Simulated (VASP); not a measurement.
# ZrAl2N3 (I4/mmm) in VASP: further runs

The runs below take ZrAl2N3 through single point, relaxation of cell and atoms, with PBE.

Program: VASP 6.6.1. These are calculated values, not measurements. Logs are shortened: lines on timing, memory, paths and dates and some standing lists are left out, and cuts for length are marked.

### 1 The cell of the first run

The structure is tetragonal, space group I4/mmm (No. 139). The conventional cell has a = 3.072 Å, b = 3.072 Å, c = 12.848 Å, α = 90.00°, β = 90.00°, γ = 90.00°. Zr (site symmetry 4/mmm) has 6 N at 2.17 to 2.26 Å within 2.9 Å. Within 2.6 Å of Al (site symmetry 4mm) lie 6 N at 1.95 to 2.21 Å. Within 2.6 Å of N (site symmetry 4mm) lie 5 Al at 1.95 to 2.17 Å and 1 Zr at 2.26 Å. N (site symmetry 4/mmm) has 4 Zr at 2.17 Å and 2 Al at 2.21 Å within 2.9 Å.

### 2 Single point, PBE

Input file INCAR:

```
SYSTEM = ZrAl2N3
  PREC = Accurate
  ENCUT = 520
  EDIFF = 1E-6
  ISMEAR = 0
  SIGMA = 0.1
  LREAL = .False.
  LASPH = .True.
  NELM = 80
  ALGO = Normal
  ISIF = 2
  LWAVE = .False.
  LCHARG = .True.
  GGA = PE
  LELF = .True.
  LVHAR = .True.
  NBANDS = 26
```

Input file KPOINTS:

```
Automatic mesh
0
Gamma
  8 8 8
  0 0 0
```

Input file POSCAR:

```
ZrAl2N3
1.0
   -1.5357888276      1.5357888276      6.4242331623
    1.5357888276     -1.5357888276      6.4242331623
    1.5357888276      1.5357888276     -6.4242331623
Zr Al N
1 2 3
Direct
    0.5000000000      0.5000000000      0.0000000000
    0.8280453558      0.8280453558      0.0000000000
    0.1719546442      0.1719546442      0.0000000000
    0.6761710340      0.6761710340      0.0000000000
    0.3238289660      0.3238289660      0.0000000000
    0.0000000000      0.0000000000      0.0000000000
```

Potentials or basis: VASP PAW PBE potentials, release 64 (Zr_sv, Al, N).

The run is started by

```
cat potpaw_PBE.64/Zr_sv/POTCAR potpaw_PBE.64/Al/POTCAR potpaw_PBE.64/N/POTCAR > POTCAR
mpirun -np 1 vasp_std > vasp.out
```

OUTCAR:

```text
SYSTEM = ZrAl2N3
   PREC = Accurate
   ENCUT = 520
   EDIFF = 1E-6
   ISMEAR = 0
   LREAL = .False.
   LASPH = .True.
   NELM = 80
   ISIF = 2
   GGA = PE

 ion  position               nearest neighbor table
   1  0.500  0.500  0.000-   6 2.17   6 2.17   6 2.17   6 2.17   5 2.26   4 2.26   3 3.10   2 3.10
                             2 3.10   3 3.10   2 3.10   3 3.10   2 3.10   3 3.10
   2  0.828  0.828  0.000-   4 1.95   5 2.17   5 2.17   5 2.17   5 2.17   6 2.21   3 2.96   3 2.96
                             3 2.96   3 2.96   1 3.10   1 3.10   1 3.10   1 3.10
   3  0.172  0.172  0.000-   5 1.95   4 2.17   4 2.17   4 2.17   4 2.17   6 2.21   2 2.96   2 2.96
                             2 2.96   2 2.96   1 3.10   1 3.10   1 3.10   1 3.10
   4  0.676  0.676  0.000-   2 1.95   3 2.17   3 2.17   3 2.17   3 2.17   1 2.26
   5  0.324  0.324  0.000-   3 1.95   2 2.17   2 2.17   2 2.17   2 2.17   1 2.26
   6  0.000  0.000  0.000-   1 2.17   1 2.17   1 2.17   1 2.17   3 2.21   2 2.21

  LATTYP: Found a body centered tetragonal cell.
 ALAT       =     3.0715776552
 C/A-ratio  =     4.1830185549

  Lattice vectors:

 A1 = (  -1.5357888276,   1.5357888276,   6.4242331623)
 A2 = (   1.5357888276,  -1.5357888276,   6.4242331623)
 A3 = (   1.5357888276,   1.5357888276,  -6.4242331623)

Analysis of symmetry for initial positions (statically):
=====================================================================
 Subroutine PRICEL returns:
 Original cell was already a primitive cell.

 Routine SETGRP: Setting up the symmetry group for a
 body centered tetragonal supercell.

 Subroutine GETGRP returns: Found 16 space group operations
 (whereof 16 operations were pure point group operations)
 out of a pool of 16 trial point group operations.

The static configuration has the point symmetry D_4h.

Analysis of symmetry for dynamics (positions and initial velocities):
=====================================================================
 Subroutine PRICEL returns:
 Original cell was already a primitive cell.

 Routine SETGRP: Setting up the symmetry group for a
 body centered tetragonal supercell.

 Subroutine GETGRP returns: Found 16 space group operations
 (whereof 16 operations were pure point group operations)
 out of a pool of 16 trial point group operations.

The dynamic configuration has the point symmetry D_4h.

 Subroutine INISYM returns: Found 16 space group operations
 (whereof 16 operations are pure point group operations),
 and found     1 'primitive' translations

----------------------------------------------------------------------------------------

                                     Primitive cell

  volume of cell :      60.6100

  direct lattice vectors                    reciprocal lattice vectors
    -1.535788828  1.535788828  6.424233162     0.000000000  0.325565593  0.077830301
     1.535788828 -1.535788828  6.424233162     0.325565593  0.000000000  0.077830301
     1.535788828  1.535788828 -6.424233162     0.325565593  0.325565593  0.000000000

  length of vectors
     6.781450167  6.781450167  6.781450167     0.334739467  0.334739467  0.460419277

  position of ions in fractional coordinates (direct lattice)
     0.500000000  0.500000000  0.000000000
     0.828045356  0.828045356  0.000000000
     0.171954644  0.171954644  0.000000000
     0.676171034  0.676171034  0.000000000
     0.323828966  0.323828966  0.000000000
     0.000000000  0.000000000  0.000000000

  ion indices of the primitive-cell ions
   primitive index   ion index
                 1           1
                 2           2
                 3           3
                 4           4
                 5           5
                 6           6

----------------------------------------------------------------------------------------

 KPOINTS: Automatic mesh

Automatic generation of k-mesh.
 Grid dimensions read from file:
 generate k-points for:    8    8    8

 Generating k-lattice:

  Cartesian coordinates                     Fractional coordinates (reciprocal lattice)
     0.000000000  0.040695699  0.009728788     0.125000000  0.000000000 -0.000000000
     0.040695699  0.000000000  0.009728788     0.000000000  0.125000000 -0.000000000
     0.040695699  0.040695699  0.000000000     0.000000000  0.000000000  0.125000000

  Length of vectors
     0.041842433  0.041842433  0.057552410

  Shift w.r.t. Gamma in fractional coordinates (k-lattice)
     0.000000000  0.000000000  0.000000000

 Subroutine IBZKPT returns following result:
 ===========================================

 Found     59 irreducible k-points:

 Following reciprocal coordinates:
            Coordinates               Weight
  0.000000  0.000000  0.000000      1.000000
  0.125000  0.000000 -0.000000      8.000000
  0.250000  0.000000 -0.000000      8.000000
  0.375000  0.000000 -0.000000      8.000000
  0.500000  0.000000 -0.000000      4.000000
  0.125000  0.125000 -0.000000      8.000000
[... 16 lines left out ...]
  0.250000  0.125000  0.125000     16.000000
  0.375000  0.125000  0.125000      8.000000
 [... further k-points ...]
   k-points           NKPTS =     59   k-points in BZ     NKDIM =     59   number of bands    NBANDS=     26
   number of dos      NEDOS =    301   number of ions     NIONS =      6
   total plane-waves  NPLWV = 125000
   dimension x,y,z NGX =    50 NGY =   50 NGZ =   50
   dimension x,y,z NGXF=   100 NGYF=  100 NGZF=  100
   ions per type =               1   2   3
   NGX,Y,Z   is equivalent  to a cutoff of  12.26, 12.26, 12.26 a.u.
   NGXF,Y,Z  is equivalent  to a cutoff of  24.51, 24.51, 24.51 a.u.
 SYSTEM =  ZrAl2N3
   PREC   = accura    normal or accurate (medium, high low for compatibility)
   ISTART =      0    job   : 0-new  1-cont  2-samecut
   ICHARG =      2    charge: 1-file 2-atom 10-const
   ISPIN  =      1    spin polarized calculation?
   LNONCOLLINEAR =      F non collinear calculations
   LSORBIT =      F    spin-orbit coupling
   LASPH  =      T    aspherical Exc in radial PAW
   ENCUT  =  520.0 eV  38.22 Ry    6.18 a.u.  12.61 12.61 12.61*2*pi/ulx,y,z
   NELM   =     80;   NELMIN=  2; NELMDL= -5     # of ELM steps
   EDIFF  = 0.1E-05   stopping-criterion for ELM
   LREAL  =      F    real-space projection
   EDIFFG = 0.1E-04   stopping-criterion for IOM
   NSW    =      0    number of steps for IOM
   IBRION =     -1    ionic relax: 0-MD 1-quasi-New 2-CG
   NFREE  =      0    steps in history (QN), initial steepest desc. (CG)
   ISIF   =      2    stress and relaxation
   ISYM   =      2    0-nonsym 1-usesym 2-fastsym
   POTIM  = 0.5000    time-step for ionic-motion
   TEBEG  =    0.0;   TEEND  =   0.0 temperature during run
   PSTRESS=    0.0 pullay stress
   NELECT =      33.0000    total number of electrons
   NUPDOWN=      -1.0000    fix difference up-down
   EMIN   =  10.00;   EMAX   =-10.00  energy-range for DOS
   EFERMI =   0.00;   METHOD = LEGACY
   ISMEAR =     0;   SIGMA  =   0.10  broadening in eV -4-tet -1-fermi 0-gaus
   EFERMI_NEDOS =   21; number of points for ismear=-14 and -15
   IALGO  =     38    algorithm
   IMIX   =      4    mixing-type and parameters
     AMIX     =   0.40;   BMIX     =  1.00
     AMIX_MAG =   1.60;   BMIX_MAG =  1.00
  volume/ion in A,a.u.               =      10.10        68.17
  Fermi-wavevector in a.u.,A,eV,Ry     =   1.336795  2.526176 24.313884  1.787020
  Thomas-Fermi vector in A             =   2.465394
   LORBIT       =      0    0 simple, 1 ext, 2 COOP (PROOUT), +10 PAW based schemes
   GGA     = PE    functional components
   LHFCALC =     F    Hartree Fock is set to
   AEXX    =    0.0000 exact exchange contribution
   IVDW    =     0    specifies the selected vdW correction
   LEPSILON=     F    determine dielectric tensor
   LRPA    =     F    only Hartree local field effects (RPA)
 non-spin polarized calculation
 Gauss-broadening in eV      SIGMA  =   0.10
  energy-cutoff  :      520.00
  volume of cell :       60.61
 maximum number of plane-waves:      1648
   NGX = 25   NGY = 25   NGZ = 25

 number of electron      33.0000000 magnetization

 Free energy of the ion-electron system (eV)
  ---------------------------------------------------
  ext. energy  EPLUGINS =         0.00000000
  ---------------------------------------------------
  free energy    TOTEN  =       -47.69041095 eV

  energy without entropy =      -47.68325749  energy(sigma->0) =      -47.68683422

 E-fermi :  11.9035     XC(G=0): -12.0850

 val. band max:       11.9025418007   @ k =   0.1250   0.1250   0.1250
 cond. band min:      12.0146368792   @ k =   0.0000   0.0000   0.0000
 fundamental gap:      0.1120950784
 Fermi energy:        11.9035118388

 k-point     1 :       0.0000    0.0000    0.0000
  band No.  band energies     occupation
      1     -37.6225      2.00000
      2     -16.0228      2.00000
      3     -15.4238      2.00000
      4     -15.4238      2.00000
      5      -6.7752      2.00000
      6      -4.7889      2.00000
[... 18 lines left out ...]
     25      18.9317      0.00000
     26      19.3875      0.00000

 k-point     2 :       0.1250    0.0000   -0.0000
  band No.  band energies     occupation
      1     -37.6087      2.00000
      2     -16.0038      2.00000
      3     -15.6077      2.00000
      4     -15.4014      2.00000
      5      -6.5849      2.00000
      6      -4.5530      2.00000
[... 18 lines left out ...]
     25      18.5575      0.00000
     26      19.5212      0.00000

 k-point     3 :       0.2500    0.0000   -0.0000
  band No.  band energies     occupation
      1     -37.5750      2.00000
      2     -16.0230      2.00000
      3     -15.9574      2.00000
      4     -15.3467      2.00000
      5      -6.0628      2.00000
      6      -4.0703      2.00000
[... 572 lines left out ...]
 k-point    23 :       0.2500    0.1250    0.1250
  band No.  band energies     occupation
      1     -37.4960      2.00000
      2     -16.2483      2.00000
      3     -15.8557      2.00000
      4     -15.7884      2.00000
      5      -4.8464      2.00000
      6      -3.8801      2.00000
[... 18 lines left out ...]
     25      18.7758      0.00000
     26      19.4143      0.00000

 k-point    24 :       0.3750    0.1250    0.1250
  band No.  band energies     occupation
      1     -37.4823      2.00000
      2     -16.3841      2.00000
      3     -15.8381      2.00000
      4     -15.7521      2.00000
      5      -4.3163      2.00000
      6      -4.0556      2.00000
[... 18 lines left out ...]
     25      18.7247      0.00000
     26      19.4689      0.00000

 [... further k-points ...]

------------------------ aborting loop because EDIFF is reached ----------------------------------------

  FORCE on cell =-STRESS in cart. coord.  units (eV):
  Direction    XX          YY          ZZ          XY          YZ          ZX
  --------------------------------------------------------------------------------------
  -------------------------------------------------------------------------------------
  Total        0.0477404      0.0477404     -0.0861653      0.0000000     -0.0000000      0.0000000
  in kB        1.2619793      1.2619793     -2.2777116      0.0000000     -0.0000000      0.0000000
  external PRESSURE =       0.0820823 kB  Pullay stress =       0.0000000 kB

 VOLUME and BASIS-vectors are now :
 -----------------------------------------------------------------------------
  energy-cutoff  :      520.00
  volume of cell :       60.61
      direct lattice vectors                 reciprocal lattice vectors
    -1.535788828  1.535788828  6.424233162     0.000000000  0.325565593  0.077830301
     1.535788828 -1.535788828  6.424233162     0.325565593  0.000000000  0.077830301
     1.535788828  1.535788828 -6.424233162     0.325565593  0.325565593  0.000000000

 POSITION                                       TOTAL-FORCE (eV/Angst)
 -----------------------------------------------------------------------------------
      0.00000      0.00000      6.42423        -0.000000     -0.000000      0.000000
      0.00000      0.00000     10.63911         0.000000      0.000000     -0.012983
      0.00000      0.00000      2.20935        -0.000000     -0.000000      0.012983
      0.00000      0.00000      8.68776        -0.000000     -0.000000     -0.005089
      0.00000      0.00000      4.16071        -0.000000     -0.000000      0.005089
      0.00000      0.00000      0.00000        -0.000000     -0.000000      0.000000
 -----------------------------------------------------------------------------------
    total drift:                               -0.000000      0.000000      0.000000

  FREE ENERGIE OF THE ION-ELECTRON SYSTEM (eV)
  ---------------------------------------------------
  free  energy   TOTEN  =       -47.6904109509 eV

  energy  without entropy=      -47.6832574851  energy(sigma->0) =      -47.68683422
```

Wall time 6.7 min (1 thread of Intel Xeon 8259CL, shared host); peak memory 0.39 GiB.

Results:

```
Free energy            : -47.6904 eV
Pressure               : 0.0 GPa
Largest force          : 0.013 eV/Å
Band gap on the k mesh : zero (an odd number of electrons rules out a gap without spin polarisation)
```

Forces on the atoms (eV/Å):
```
Zr   0.000  0.000  0.000
Al   0.000  0.000 -0.013
Al   0.000  0.000  0.013
N    0.000  0.000 -0.005
N    0.000  0.000  0.005
N    0.000  0.000  0.000
```

Stress tensor (GPa, compression positive):
```
 0.13  0.00  0.00
 0.00  0.13  0.00
 0.00  0.00 -0.23
```

(Continued in part 2 of 2.)

The gap in the log of VASP goes by the Fermi energy; the results here count the filled bands.